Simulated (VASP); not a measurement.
Runs of VASP 6.6.1 on O. Symmetry: P4/mmm, No. 123, tetragonal system. Conventional cell: a = 1.776 Å, b = 1.776 Å, c = 3.053 Å, α = 90.00°, β = 90.00°, γ = 90.00°. O (site symmetry 4/mmm) has 4 O at 1.78 Å within 2.4 Å. 

| k mesh | gap on the mesh (eV) | pressure (GPa) |
| --- | --- | --- |
| 8 × 8 × 5 | none | 0.8 |
| 4 × 4 × 3 | none | 8.8 |
| 7 × 7 × 4 | none | (a) |
| 6 × 6 × 3 | none | (b) |
| 11 × 11 × 6 | none | 1.5 |

Alike in all rows: task single point; level r2SCAN; potentials or basis VASP PAW PBE potentials, release 64 (O); no spin polarisation; cell as given; cutoff (eV) 520; smearing fermi-dirac 0.1 eV.

Estimate the missing entries.

(a) 1.6; (b) -2.3.

Caveats: some runs use coarse meshes; the PAW data sets were made with another functional, which shifts forces and pressure a little.

A gap of «none» marks levels without a gap at the run's occupations.
